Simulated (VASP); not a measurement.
As, 1 atom in the cell. It takes space group Pm-3m (No. 221, cubic). The conventional cell has a = 2.689 Å, b = 2.689 Å, c = 2.689 Å, α = 90.00°, β = 90.00°, γ = 90.00°. As (site symmetry m-3m) has 6 As at 2.69 Å within 3.5 Å. 

```yaml
Program: VASP 6.6.1
Task: single point
Functional: PBEsol
Potentials_or_basis: VASP PAW PBE potentials, release 64 (As)
Cutoff: 520 eV
k_mesh: 16 × 16 × 16
Occupations: gaussian, width 0.1 eV
Spin: no spin polarisation
Dipole_correction: no
Further_INCAR_settings: ALGO = Normal; EDIFF = 1e-07; NBANDS = 8
```

Potentials or basis: VASP PAW PBE potentials, release 64 (As).

Launch:

```sh
$ cat potpaw_PBE.64/As/POTCAR > POTCAR
$ mpirun -np 1 vasp_std > vasp.out
```

Hardware: 1 thread of Intel(R) Xeon(R) 6975P-C (Granite Rapids) (shared host).

**Question.** Estimate the wall time of this run.

**Answer.** Run time: 6.4 s on 1 thread of Intel(R) Xeon(R) 6975P-C (Granite Rapids), on a shared host, peak memory 0.13 GiB. Counts: scf iterations 10, k points 165.
